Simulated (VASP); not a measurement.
Set up this calculation in VASP 6.6.1, as the native input.

```
Task                   : single point
Functional             : PBEsol
Potentials or basis    : VASP PAW PBE potentials, release 64 (Te, Mo_sv)
Cutoff                 : 520 eV
k mesh                 : 9 × 9 × 2
Occupations            : fermi-dirac, width 0.05 eV
Spin                   : no spin polarisation
Hubbard terms          : Mo d U = 1.0 eV
Dipole correction      : no
Further INCAR settings : ALGO = Normal; EDIFF = 1e-07; NBANDS = 35
```

The structure of Te2Mo lies in POSCAR:

```
Te2Mo
1.0
    3.5182000000      0.0000000000      0.0000000000
   -1.7591000000      3.0468505756      0.0000000000
    0.0000000000      0.0000000000     13.9736000000
Te Mo
4 2
Direct
    0.6666666667      0.3333333333      0.3790000000
    0.3333333333      0.6666666667      0.8790000000
    0.6666666667      0.3333333333      0.1210000000
    0.3333333333      0.6666666667      0.6210000000
    0.6666666667      0.3333333333      0.7500000000
    0.3333333333      0.6666666667      0.2500000000
```

These files were run (other wordings do the same):

INCAR

```
ALGO = Normal
EDIFF = 1E-7
ENCUT = 520
GGA = PS
ISIF = 2
ISMEAR = -1
LASPH = T
LCHARG = F
LDAU = T
LDAUJ = 0 0
LDAUL = -1 2
LDAUPRINT = 1
LDAUTYPE = 2
LDAUU = 0 1
LMAXMIX = 4
LREAL = F
LWAVE = F
NBANDS = 35
NELM = 150
PREC = Accurate
SIGMA = 0.05
```

KPOINTS

```
k-points
0
Gamma
  9 9 2
```

Potentials or basis: VASP PAW PBE potentials, release 64 (Te, Mo_sv).

The run is started by

```sh
$ cat potpaw_PBE.64/Te/POTCAR potpaw_PBE.64/Mo_sv/POTCAR > POTCAR
$ mpirun -np 1 vasp_std > vasp.out
```

Results of the run:

```yaml
Pressure: -0.7 GPa
Largest_force: 0.012 eV/Å
Band_gap_on_the_k_mesh: 0.75 eV (least direct gap 1.04 eV)
```

Caveat: the PAW data sets were made with another functional, which shifts forces and pressure a little; spin-orbit coupling is left out, which moves the levels of the heavy elements; an odd mesh through Γ misses points on the zone boundary, where band edges can lie; this functional lacks dispersion, which binds the layers, so the pressure and a relaxed spacing across them are unreliable; the U is typed as a test and isn't derived for this compound.

Wall time 100 s on 1 thread of AMD EPYC 9R45 96-Core Processor (Zen 5), with other jobs on the host, peak memory 0.3 GiB.
